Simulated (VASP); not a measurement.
MgNiH:

```
Mg Ni H
1.0
     3.08812    0.00000    0.00000
     0.00000    3.08812    0.00000
     0.00000    0.00000    3.25702
Mg Ni H
1 1 1
Direct
  0.00000 0.00000 0.00000
  0.50000 0.50000 0.50000
  0.50000 0.50000 0.00000
```

Base run:

```yaml
Program: VASP 6.6.1
Functional: LDA
Potentials_or_basis: VASP PAW LDA potentials, release 64 (Mg, Ni, H)
Cutoff: 520 eV
k_mesh: 11 × 11 × 10
Occupations: fermi-dirac, width 0.1 eV
Spin: collinear spin, ferromagnetic start
Starting_moments: "[0.05, 0.76, 0.05] μB"
Fixed_moment: 1.4 μB
```

Its results: pressure -1.5 GPa; site moments Mg +0.06; Ni +0.95; H +0.03 μB.

**Question.** The run is repeated on the same cell with these changes: fixed moment from 1.4 μB to 0.7 μB; moments at the start from [0.05, 0.76, 0.05] to [0.02, 0.42, 0.02]. What comes out?

**Answer.** Pressure -5.7 GPa; site moments Mg +0.03; Ni +0.50; H +0.01 μB.

Caveats: the total moment is fixed, so each spin has its own Fermi level and the state may be an excited one; the cell stands under tension (at least some runs).
